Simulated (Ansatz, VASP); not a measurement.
## ZnS in VASP and in Ansatz

```
CELL_PARAMETERS angstrom
0.00000 2.68555 2.68555
2.68555 0.00000 2.68555
2.68555 2.68555 0.00000
ATOMIC_POSITIONS crystal
Zn 0.00000 0.00000 0.00000
S 0.25000 0.25000 0.25000
```

Alike in both runs: task relaxation of cell and atoms; functional LDA; k mesh 12 × 12 × 12; occupations fermi-dirac, width 0.05 eV; no spin polarisation.

|  | VASP | Ansatz |
| --- | --- | --- |
| version | VASP 6.6.1 | Ansatz 0.2.0 |
| potentials or method | VASP PAW LDA potentials, release 64 (Zn, S) | PAW with Ansatz's default frozen-core files, scalar-relativistic |
| plane-wave cutoff (eV) | 600 | 420 |
| valence electrons in the cell | 18 | 18 |

|  | VASP | Ansatz | Ansatz less VASP |
| --- | --- | --- | --- |
| relaxed volume (Å³/atom) | 18.64 | 18.58 | -0.061 |
| relaxed cell length with the largest relative difference (Å) | 3.749 | 3.745 | -0.0041 |

LDA's correlation is that of Perdew and Zunger in VASP and of Perdew and Wang (1992) in Ansatz.
